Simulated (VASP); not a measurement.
# Si: single point with LDA

Crystal: Si.

```
Si
1.0
     3.80169    0.00000    0.00000
    -1.90084    3.29236    0.00000
     0.00000    0.00000    6.28869
Si
4
Direct
  0.33333 0.66667 0.04395
  0.66667 0.33333 0.54395
  0.33333 0.66667 0.45605
  0.66667 0.33333 0.95605
```

This isn't the form of Si at room conditions, which is diamond.

This cell differs from its parent crystal: atoms shifted along a free coordinate, c/a of the conventional cell at fixed volume 1.6542.

```json
{"Program": "VASP 6.6.1", "Task": "single point", "Functional": "LDA", "Potentials or basis": "VASP PAW LDA potentials, release 64 (Si)", "Cutoff": "520 eV", "k mesh": "12 × 12 × 6", "Occupations": "gaussian, width 0.03 eV", "Spin": "no spin polarisation"}
```

```yaml
Pressure: 1.8 GPa
Largest_force: 1.957 eV/Å
Band_gap_on_the_k_mesh: zero (bands 8 and 9 overlap by 0.80 eV)
```

Forces in eV/Å, atoms in the order of the input:
```
Si   0.000  0.000  1.957
Si   0.000  0.000  1.957
Si   0.000  0.000 -1.957
Si   0.000  0.000 -1.957
```

Stress tensor (GPa, compression positive):
```
 5.95  0.00  0.00
 0.00  5.95  0.00
 0.00  0.00 -6.55
```

Levels at points of the mesh, in eV from the Fermi level:
| k point | band 4 | band 5 | band 6 | band 7 | band 8 | band 9 | band 10 | band 11 | band 12 | band 13 |
| --- | --- | --- | --- | --- | --- | --- | --- | --- | --- | --- |
| (0.00, 0.00, 0.00) | -2.01 | -2.01 | -0.79 | -0.79 | 0.54 | 0.82 | 1.53 | 1.89 | 1.89 | 3.40 |
| (0.50, 0.00, 0.00) | -6.65 | -4.38 | -3.55 | -2.63 | -2.20 | -0.18 | 1.80 | 3.59 | 3.72 | 3.72 |
| (0.00, 0.00, 0.50) | -3.87 | -1.50 | -1.50 | -1.50 | -1.50 | 1.31 | 1.31 | 2.60 | 2.60 | 2.60 |
| (0.50, 0.00, 0.50) | -7.78 | -2.98 | -2.98 | -2.09 | -2.09 | 0.61 | 0.61 | 1.04 | 1.04 | 6.05 |

Wall time 72 s on 1 thread of Intel(R) Xeon(R) Platinum 8259CL CPU @ 2.50GHz (Skylake/Cascade Lake) (shared host), peak memory 0.19 GiB.

Caveat: forces of over 1 eV/Å act on the atoms, so gaps and moduli don't describe the material at rest.
